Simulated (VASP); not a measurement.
Here is a VASP 6.6.1 calculation.

File INCAR:

```
SYSTEM = TePb
ALGO     = Normal         ! electronic algorithm
EDIFF    = 1E-6           ! SCF threshold, eV
ENCUT    = 500            ! plane-wave cutoff, eV
GGA      = PS             ! functional
GGA_COMPAT= .False.      
ISIF     = 2              ! what is computed and relaxed
ISMEAR   = 0              ! smearing method
LASPH    = .True.         ! aspherical terms in the spheres
LCHARG   = .False.        ! write CHGCAR
LREAL    = .False.        ! projectors in reciprocal space
LWAVE    = .False.        ! write WAVECAR
NBANDS   = 17             ! bands
NELM     = 120            ! most SCF steps
PREC     = Accurate       ! precision mode
SIGMA    = 0.01           ! smearing width, eV
```

The input KPOINTS:

```
k-points
0
Gamma
  4 4 4
  0 0 0
```

File POSCAR:

```
TePb
1.0
    0.0000000000      3.1897174272      3.1897174272
    3.1897174272      0.0000000000      3.1897174272
    3.1897174272      3.1897174272      0.0000000000
Pb Te
1 1
Direct
    0.0000000000      0.0000000000      0.0000000000
    0.5000000000      0.5000000000      0.5000000000
```

Potentials or basis: VASP PAW PBE potentials, release 64 (Pb_d, Te).

Run with:

```console
$ cat potpaw_PBE.64/Pb_d/POTCAR potpaw_PBE.64/Te/POTCAR > POTCAR
$ mpirun -np 1 vasp_std > vasp.out
```

**Question.** Estimate the band gap on the k mesh.

**Answer.** 0.58 eV, direct.

**Question.** Predict the pressure.

**Answer.** 1.4 GPa.

Caveat: the k points lie up to 0.43 Å⁻¹ apart; the PAW data sets were made with another functional, which shifts forces and pressure a little; spin-orbit coupling is left out, which moves the levels of the heavy elements. A k mesh can miss the band edges.
